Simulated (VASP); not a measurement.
Input of a VASP 6.6.1 run:

File INCAR:

```
SYSTEM = Te
PREC = Accurate
ENCUT = 520
EDIFF = 1E-7
ISMEAR = -1
SIGMA = 0.1
LREAL = .False.
LASPH = .True.
NELM = 80
ALGO = Normal
ISIF = 2
LWAVE = .False.
LCHARG = .False.
GGA = B5
ALDAX = 1.0
AGGAX = 1.0
AGGAC = 1.0
ALDAC = 0.0
NBANDS = 34
```

KPOINTS

```
Automatic mesh
0
Gamma
  5 5 5
  0 0 0
```

The input POSCAR:

```
Te
1.0
    6.4182827161      0.0000000000      0.0000000000
    0.0000000000      6.4182827161      0.0000000000
    0.0000000000      0.0000000000      6.4182827161
Te
8
Direct
    1.0000000000      0.0000000000      1.0000000000
    0.5000000000      0.5000000000      0.5000000000
    0.2500000000      1.0000000000      0.5000000000
    0.7500000000      0.0000000000      0.5000000000
    0.5000000000      0.2500000000      0.0000000000
    0.5000000000      0.7500000000      0.0000000000
    0.0000000000      0.5000000000      0.2500000000
    0.0000000000      0.5000000000      0.7500000000
```

Potentials or basis: VASP PAW PBE potentials, release 64 (Te).

Command:

```console
$ cat potpaw_PBE.64/Te/POTCAR > POTCAR
$ mpirun -np 1 vasp_std > vasp.out
```

Q: What does it give for the pressure?

A: 0.0 GPa.

Q: What does it give for the band gap on the k mesh?

A: Zero (bands 24 and 25 overlap by 0.38 eV).

Caveat: the PAW data sets were made with another functional, which shifts forces and pressure a little; spin-orbit coupling is left out, which moves the levels of the heavy elements.
